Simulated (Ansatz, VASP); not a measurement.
MgO: VASP beside Ansatz

```
Mg O
1.0
     0.00000    1.69273    1.69273
     1.69273    0.00000    1.69273
     1.69273    1.69273    0.00000
Mg O
1 1
Direct
  0.00000 0.00000 0.00000
  0.50000 0.50000 0.50000
```

Alike in both runs: task single point; functional r2SCAN; k mesh 10 × 10 × 10; no spin polarisation.

|  | VASP | Ansatz |
| --- | --- | --- |
| version | VASP 6.6.1 | Ansatz 0.2.0 |
| potentials or method | VASP PAW PBE potentials, release 64 (Mg, O), cutoff 660 eV | scalar-relativistic, plane waves, PAW |
| occupations | gaussian, width 0.01 eV | fixed |
| valence electrons in the cell | 8 | 16 |

Ansatz gave:

```
gap on the k mesh at the Fermi level (eV) : 9.83
least direct gap on the mesh (eV)         : 12.26
```

**Question.** Estimate VASP's values.

**Answer.** gap on the k mesh at the Fermi level (eV): 9.77; least direct gap on the mesh (eV): 12.24.

VASP's potentials were made for PBE, not for r2SCAN. VASP's potentials hold 8 valence electrons a cell and Ansatz's 16, so a difference there can come from the potentials and not from the codes.
